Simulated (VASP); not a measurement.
# Ca (Fm-3m) in VASP: notebook, part 2 of 2

VASP 6.6.1. Earlier steps stand in the parts before.

## (4) Relaxation of cell and atoms, PBEsol, target pressure 2.8 GPa, at which the enthalpy is minimised

INCAR reads:

```
PREC     = Accurate       # precision mode
ENCUT    = 600            # plane-wave cutoff, eV
EDIFF    = 1E-6           # SCF threshold, eV
ISMEAR   = -1             # smearing method
SIGMA    = 0.1            # smearing width, eV
LREAL    = F              # projectors in reciprocal space
LASPH    = T              # aspherical terms in the spheres
NELM     = 100            # most SCF steps
ALGO     = Normal         # electronic algorithm
ISIF     = 3              # what is computed and relaxed
LWAVE    = F              # write WAVECAR
LCHARG   = F              # write CHGCAR
GGA      = PS             # functional
IBRION   = 2              # ionic algorithm
NSW      = 60             # ionic steps
EDIFFG   = -0.005         # ionic threshold
PSTRESS  = 28.0
```

KPOINTS reads:

```
Automatic mesh
0
Gamma
  13 13 13
```

POSCAR reads:

```
Ca
1.0
    0.0000000000      2.6141887009      2.6141887009
    2.6141887009      0.0000000000      2.6141887009
    2.6141887009      2.6141887009      0.0000000000
Ca
1
Direct
    0.0000000000      0.0000000000      0.0000000000
```

Potentials or basis: VASP PAW PBE potentials, release 64 (Ca_sv).

On the command line:

```bash
$ cat potpaw_PBE.64/Ca_sv/POTCAR > POTCAR
$ mpirun -np 1 vasp_std > vasp.out
```

OUTCAR:

```text
PREC = Accurate
   ENCUT = 600
   EDIFF = 1E-6
   ISMEAR = -1
   LREAL = F
   LASPH = T
   NELM = 100
   ISIF = 3
   GGA = PS
   IBRION = 2
   NSW = 60
   EDIFFG = -0.005
   PSTRESS = 28.0

 ion  position               nearest neighbor table
   1  0.000  0.000  0.000-

  LATTYP: Found a face centered cubic cell.
 ALAT       =     5.2283774018

  Lattice vectors:

 A1 = (   0.0000000000,   2.6141887009,   2.6141887009)
 A2 = (   2.6141887009,   0.0000000000,   2.6141887009)
 A3 = (   2.6141887009,   2.6141887009,   0.0000000000)

Analysis of symmetry for initial positions (statically):
=====================================================================
 Subroutine PRICEL returns:
 Original cell was already a primitive cell.

 Routine SETGRP: Setting up the symmetry group for a
 face centered cubic supercell.

 Subroutine GETGRP returns: Found 48 space group operations
 (whereof 48 operations were pure point group operations)
 out of a pool of 48 trial point group operations.

The static configuration has the point symmetry O_h .

Analysis of symmetry for dynamics (positions and initial velocities):
=====================================================================
 Subroutine PRICEL returns:
 Original cell was already a primitive cell.

 Routine SETGRP: Setting up the symmetry group for a
 face centered cubic supercell.

 Subroutine GETGRP returns: Found 48 space group operations
 (whereof 48 operations were pure point group operations)
 out of a pool of 48 trial point group operations.

The dynamic configuration has the point symmetry O_h .

 Subroutine INISYM returns: Found 48 space group operations
 (whereof 48 operations are pure point group operations),
 and found     1 'primitive' translations

----------------------------------------------------------------------------------------

                                     Primitive cell

  volume of cell :      35.7306

  direct lattice vectors                    reciprocal lattice vectors
     0.000000000  2.614188701  2.614188701    -0.191263928  0.191263928  0.191263928
     2.614188701  0.000000000  2.614188701     0.191263928 -0.191263928  0.191263928
     2.614188701  2.614188701  0.000000000     0.191263928  0.191263928 -0.191263928

  length of vectors
     3.697021115  3.697021115  3.697021115     0.331278841  0.331278841  0.331278841

  position of ions in fractional coordinates (direct lattice)
     0.000000000  0.000000000  0.000000000

  ion indices of the primitive-cell ions
   primitive index   ion index
                 1           1

----------------------------------------------------------------------------------------

 KPOINTS: Automatic mesh

Automatic generation of k-mesh.
 Grid dimensions read from file:
 generate k-points for:   13   13   13

 Generating k-lattice:

  Cartesian coordinates                     Fractional coordinates (reciprocal lattice)
    -0.014712610  0.014712610  0.014712610     0.076923077  0.000000000  0.000000000
     0.014712610 -0.014712610  0.014712610     0.000000000  0.076923077  0.000000000
     0.014712610  0.014712610 -0.014712610     0.000000000  0.000000000  0.076923077

  Length of vectors
     0.025482988  0.025482988  0.025482988

  Shift w.r.t. Gamma in fractional coordinates (k-lattice)
     0.000000000  0.000000000  0.000000000

 Subroutine IBZKPT returns following result:
 ===========================================

 Found     84 irreducible k-points:

 Following reciprocal coordinates:
            Coordinates               Weight
  0.000000  0.000000  0.000000      1.000000
  0.076923  0.000000  0.000000      8.000000
  0.153846  0.000000  0.000000      8.000000
  0.230769  0.000000  0.000000      8.000000
  0.307692  0.000000  0.000000      8.000000
  0.384615  0.000000  0.000000      8.000000
[... 16 lines left out ...]
  0.384615  0.153846  0.000000     24.000000
  0.461538  0.153846  0.000000     24.000000
 [... further k-points ...]
   k-points           NKPTS =     84   k-points in BZ     NKDIM =     84   number of bands    NBANDS=      9
   number of dos      NEDOS =    301   number of ions     NIONS =      1
   total plane-waves  NPLWV =  27000
   dimension x,y,z NGX =    30 NGY =   30 NGZ =   30
   dimension x,y,z NGXF=    60 NGYF=   60 NGZF=   60
   ions per type =               1
   NGX,Y,Z   is equivalent  to a cutoff of  13.49, 13.49, 13.49 a.u.
   NGXF,Y,Z  is equivalent  to a cutoff of  26.98, 26.98, 26.98 a.u.
 SYSTEM =  unknown system
   PREC   = accura    normal or accurate (medium, high low for compatibility)
   ISTART =      0    job   : 0-new  1-cont  2-samecut
   ICHARG =      2    charge: 1-file 2-atom 10-const
   ISPIN  =      1    spin polarized calculation?
   LNONCOLLINEAR =      F non collinear calculations
   LSORBIT =      F    spin-orbit coupling
   LASPH  =      T    aspherical Exc in radial PAW
   ENCUT  =  600.0 eV  44.10 Ry    6.64 a.u.   7.38  7.38  7.38*2*pi/ulx,y,z
   NELM   =    100;   NELMIN=  2; NELMDL= -5     # of ELM steps
   EDIFF  = 0.1E-05   stopping-criterion for ELM
   LREAL  =      F    real-space projection
   EDIFFG = -.5E-02   stopping-criterion for IOM
   NSW    =     60    number of steps for IOM
   IBRION =      2    ionic relax: 0-MD 1-quasi-New 2-CG
   NFREE  =      1    steps in history (QN), initial steepest desc. (CG)
   ISIF   =      3    stress and relaxation
   ISYM   =      2    0-nonsym 1-usesym 2-fastsym
   POTIM  = 0.5000    time-step for ionic-motion
   TEBEG  =    0.0;   TEEND  =   0.0 temperature during run
   PSTRESS=   28.0 pullay stress
   NELECT =      10.0000    total number of electrons
   NUPDOWN=      -1.0000    fix difference up-down
   EMIN   =  10.00;   EMAX   =-10.00  energy-range for DOS
   EFERMI =   0.00;   METHOD = LEGACY
   ISMEAR =    -1;   SIGMA  =   0.10  broadening in eV -4-tet -1-fermi 0-gaus
   EFERMI_NEDOS =   21; number of points for ismear=-14 and -15
   IALGO  =     38    algorithm
   IMIX   =      4    mixing-type and parameters
     AMIX     =   0.40;   BMIX     =  1.00
     AMIX_MAG =   1.60;   BMIX_MAG =  1.00
  volume/ion in A,a.u.               =      35.73       241.12
  Fermi-wavevector in a.u.,A,eV,Ry     =   1.070848  2.023610 15.602016  1.146716
  Thomas-Fermi vector in A             =   2.206571
   LORBIT       =      0    0 simple, 1 ext, 2 COOP (PROOUT), +10 PAW based schemes
   GGA     = PS    functional components
   LHFCALC =     F    Hartree Fock is set to
   AEXX    =    0.0000 exact exchange contribution
   IVDW    =     0    specifies the selected vdW correction
   LEPSILON=     F    determine dielectric tensor
   LRPA    =     F    only Hartree local field effects (RPA)
 conjugate gradient relaxation of ions
 non-spin polarized calculation
  energy-cutoff  :      600.00
  volume of cell :       35.73
 maximum number of plane-waves:      1243
 NGX is ok and might be reduce to    30
   NGX = 15   NGY = 15   NGZ = 15

--------------------------------------- Ionic step        1  -------------------------------------------

 number of electron      10.0000001 magnetization

 Free energy of the ion-electron system (eV)
  ---------------------------------------------------
  ext. energy  EPLUGINS =         0.00000000
  ---------------------------------------------------
  free energy    TOTEN  =        -2.11412538 eV

  energy without entropy =       -2.07638315  energy(sigma->0) =       -2.09525426

------------------------ aborting loop because EDIFF is reached ----------------------------------------

  FORCE on cell =-STRESS in cart. coord.  units (eV):
  Direction    XX          YY          ZZ          XY          YZ          ZX
  --------------------------------------------------------------------------------------
  -------------------------------------------------------------------------------------
  Total        0.6368787      0.6368787      0.6368787     -0.0000000      0.0000000      0.0000000
  in kB       28.5579158     28.5579158     28.5579158     -0.0000000      0.0000000      0.0000000
  external PRESSURE =       0.5579158 kB  Pullay stress =      28.0000000 kB
[... 61 lines left out ...]
--------------------------------------- Ionic step        3  -------------------------------------------

 number of electron      10.0000001 magnetization

 Free energy of the ion-electron system (eV)
  ---------------------------------------------------
  ext. energy  EPLUGINS =         0.00000000
  ---------------------------------------------------
  free energy    TOTEN  =        -2.11603141 eV

  energy without entropy =       -2.07821294  energy(sigma->0) =       -2.09712217

 E-fermi :   2.5820     XC(G=0):  -8.3469

 val. band max:        2.5714817636   @ k =  -0.4615   0.1538   0.0000
 cond. band min:       2.5901370500   @ k =  -0.4615   0.0769   0.0000
 fundamental gap:      0.0186552864
 Fermi energy:         2.5819800460

 k-point     1 :       0.0000    0.0000    0.0000
  band No.  band energies     occupation
      1     -38.8901      2.00000
      2     -19.8502      2.00000
      3     -19.8502      2.00000
      4     -19.8502      2.00000
      5      -1.7472      2.00000
      6       5.1112      0.00000
      7       5.1112      0.00000
      8       5.1112      0.00000
      9       6.4187      0.00000
[... 265 lines left out ...]
 k-point    24 :       0.4615    0.1538    0.0000
  band No.  band energies     occupation
      1     -38.8596      2.00000
      2     -20.0717      2.00000
      3     -19.9114      2.00000
      4     -19.8969      2.00000
      5       1.2838      2.00000
      6       2.9997      0.03022
      7       4.5485      0.00000
      8       5.3366      0.00000
      9       7.0765      0.00000

 [... further k-points ...]
[... 5 lines left out ...]
  --------------------------------------------------------------------------------------
  -------------------------------------------------------------------------------------
  Total        0.6276858      0.6276858      0.6276858      0.0000000      0.0000000      0.0000000
  in kB       28.0609587     28.0609587     28.0609587      0.0000000      0.0000000      0.0000000
  external PRESSURE =       0.0609587 kB  Pullay stress =      28.0000000 kB
[... 20 lines left out ...]
  energy  without entropy=       -2.0782129382  energy(sigma->0) =       -2.09712217

  enthalpy is  TOTEN    =        -1.4897091817 eV   P V=        0.6263222291

 reached required accuracy - stopping structural energy minimisation
```

Run time: 1.8 min. Hardware: 1 thread of Intel Xeon 8259CL, shared host; peak memory 0.2 GiB.

What came out:

```yaml
Free_energy: -2.1160 eV
Relaxed_volume: 35.84 Å³/atom
Relaxed_cell: a = 3.701 Å, b = 3.701 Å, c = 3.701 Å, α = 60.00°, β = 60.00°, γ = 60.00°
Space_group_after_relaxing_to_0.1_Å: Fm-3m (No. 225)
Energy_change_on_relaxing_the_run_minimises_the_enthalpy: -1.9 meV/atom
Ionic_steps: 3
Pressure_after_relaxing: 2.8 GPa
Band_gap_on_the_k_mesh: zero (bands 5 and 6 overlap by 0.04 eV)
```

Step by step:
| step | energy change (eV) | largest force (eV/Å) | pressure (GPa) | volume (Å³) |
| --- | --- | --- | --- | --- |
| 1 | 0.0000 | 0.0000 | 2.86 | 35.73 |
| 2 | -0.0011 | 0.0000 | 2.82 | 35.80 |
| 3 | -0.0019 | 0.0000 | 2.81 | 35.84 |

Final structure:
```
Ca
1.0
     0.00000    2.61682    2.61682
     2.61682    0.00000    2.61682
     2.61682    2.61682    0.00000
Ca
1
Direct
  0.00000 0.00000 0.00000
```

Caveat: the cell is relaxed towards a set pressure, so the run minimises the enthalpy, not the energy; the PAW data sets were made with another functional, which shifts forces and pressure a little.

## (5) Relaxation of cell and atoms, PBEsol, target pressure 2.8 GPa, at which the enthalpy is minimised

Changes to INCAR since step 4:

```diff
@@ -2,3 +2,3 @@
 ENCUT    = 600            # plane-wave cutoff, eV
-EDIFF    = 1E-6           # SCF threshold, eV
+EDIFF    = 1E-7           # SCF threshold, eV
 ISMEAR   = -1             # smearing method
@@ -7,3 +7,3 @@
 LASPH    = T              # aspherical terms in the spheres
-NELM     = 100            # most SCF steps
+NELM     = 60             # most SCF steps
 ALGO     = Normal         # electronic algorithm
@@ -14,3 +14,3 @@
 IBRION   = 2              # ionic algorithm
-NSW      = 60             # ionic steps
+NSW      = 32             # ionic steps
 EDIFFG   = -0.005         # ionic threshold
```

KPOINTS reads:

```
regular mesh
0
Gamma
  13 13 13
```

POSCAR reads:

```
Ca
1.0
    0.0000000000      2.6149007140      2.6149007140
    2.6149007140      0.0000000000      2.6149007140
    2.6149007140      2.6149007140      0.0000000000
Ca
1
Direct
    0.0000000000      0.0000000000      0.0000000000
```

On the command line:

```bash
$ cat potpaw_PBE.64/Ca_sv/POTCAR > POTCAR
$ mpirun -np 1 vasp_std > vasp.out
```

It took 93 s on 1 thread of Intel Xeon 8259CL, shared host; peak memory 0.2 GiB.

The run converged. Its results:

```yaml
Free_energy: -2.1157 eV
Relaxed_volume: 35.82 Å³/atom
Relaxed_cell: a = 3.700 Å, b = 3.700 Å, c = 3.700 Å, α = 60.00°, β = 60.00°, γ = 60.00°
Space_group_after_relaxing_to_0.1_Å: Fm-3m (No. 225)
Energy_change_on_relaxing_the_run_minimises_the_enthalpy: -1.0 meV/atom
Ionic_steps: 2
Pressure_after_relaxing: 2.8 GPa
Band_gap_on_the_k_mesh: zero (bands 5 and 6 overlap by 0.04 eV)
```

The path:
```
step  energy change (eV)  largest force (eV/Å)  pressure (GPa)  volume (Å³)
   1              0.0000                0.0000            2.85        35.76
   2             -0.0010                0.0000            2.81        35.82
```

Final structure:
```yaml
crystal:
  lattice:
    - [0.00000, 2.61629, 2.61629]
    - [2.61629, 0.00000, 2.61629]
    - [2.61629, 2.61629, 0.00000]
  atoms:
    - { symbol: Ca, position: [0.00000, 0.00000, 0.00000] }
```

Levels at points of the mesh, in eV from the Fermi level:
```tsv
k point	band 3	band 4	band 5	band 6	band 7	band 8
(0.00, 0.00, 0.00)	-22.43	-22.43	-4.33	2.53	2.53	2.53
```

Caveat: the cell is relaxed towards a set pressure, so the run minimises the enthalpy, not the energy; the PAW data sets were made with another functional, which shifts forces and pressure a little.

## (6) The runs side by side

```csv
task,cell,cutoff (eV),gap on the mesh (eV),pressure (GPa)
single point,"a = 3.698 Å, angles 60.0°, 1 atom",520,none,2.8
relaxation of cell and atoms,"relaxed to 2.8 GPa from a = 3.697 Å, angles 60.0°, 1 atom",600,none,2.8
relaxation of cell and atoms,"relaxed to 2.8 GPa from a = 3.698 Å, angles 60.0°, 1 atom",600,none,2.8
```

Alike in all rows: level PBEsol; potentials or basis VASP PAW PBE potentials, release 64 (Ca_sv); no spin polarisation; k mesh 13 × 13 × 13; smearing fermi-dirac 0.1 eV.

Caveats: the PAW data sets were made with another functional, which shifts forces and pressure a little; the cell is relaxed towards a set pressure, so the run minimises the enthalpy, not the energy (at least some runs).

Total energies depend on the potentials used, so only differences within one code and one set of settings carry meaning.
